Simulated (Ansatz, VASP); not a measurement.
**Two plane-wave programs on Cu**

```
Cu
1.0
     2.52210    0.00000    0.00000
    -1.26105    2.18421    0.00000
     0.00000    0.00000    6.16298
Cu
3
Direct
  0.00000 0.00000 0.00000
  0.33333 0.66667 0.33333
  0.66667 0.33333 0.66667
```

Alike in both runs: functional PBEsol; k mesh 18 × 18 × 7; occupations gaussian, width 0.1 eV; no spin polarisation.

Ansatz relaxed the structure, and its values are those at the end. VASP's run is a single point on that final structure, the one shown.

|  | VASP | Ansatz |
| --- | --- | --- |
| version | VASP 6.6.1 | Ansatz 0.2.0 |
| potentials or method | VASP PAW PBE potentials, release 64 (Cu), cutoff 520 eV | scalar-relativistic, plane waves, PAW |
| valence electrons in the cell | 33 | 57 |

VASP gave:

* gap on the k mesh at the Fermi level (eV): none
* pressure (GPa): 0.7

Problem. What did Ansatz give for the same quantities?

Solution. gap on the k mesh at the Fermi level (eV): none; pressure (GPa): 0.0.

VASP's potentials were made for PBE, not for PBEsol. A gap of «none» marks a metal or a gap that the smearing closes. VASP's potentials hold 33 valence electrons a cell and Ansatz's 57, so a difference there can come from the potentials and not from the codes.
